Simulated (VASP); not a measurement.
A run of VASP 6.6.1 is set up as follows.

The input INCAR:

```
SYSTEM = Pt
PREC = Accurate
ENCUT = 520
EDIFF = 1E-6
ISMEAR = 0
SIGMA = 0.15
LREAL = .FALSE.
LASPH = .TRUE.
NELM = 80
ALGO = Normal
ISIF = 2
LWAVE = .FALSE.
LCHARG = .TRUE.
GGA = PE
LELF = .TRUE.
LVHAR = .TRUE.
NBANDS = 11
```

The input KPOINTS:

```
Automatic mesh
0
G
  20 20 20
  0 0 0
```

The input POSCAR:

```
Pt
1.0
    0.0000000000      2.0445136528      2.0445136528
    2.0445136528      0.0000000000      2.0445136528
    2.0445136528      2.0445136528      0.0000000000
Pt
1
Direct
    0.0000000000      0.0000000000      0.0000000000
```

Potentials or basis: VASP PAW PBE potentials, release 64 (Pt).

Launch:

```sh
$ cat potpaw_PBE.64/Pt/POTCAR > POTCAR
$ mpirun -np 1 vasp_std > vasp.out
```

Problem. Estimate the band gap on the k mesh.

Solution. Zero (bands 5 and 6 overlap by 1.79 eV).

Problem. Estimate the pressure.

Solution. -17.5 GPa.

Caveat: the cell stands under tension; spin-orbit coupling is left out, which moves the levels of the heavy elements.
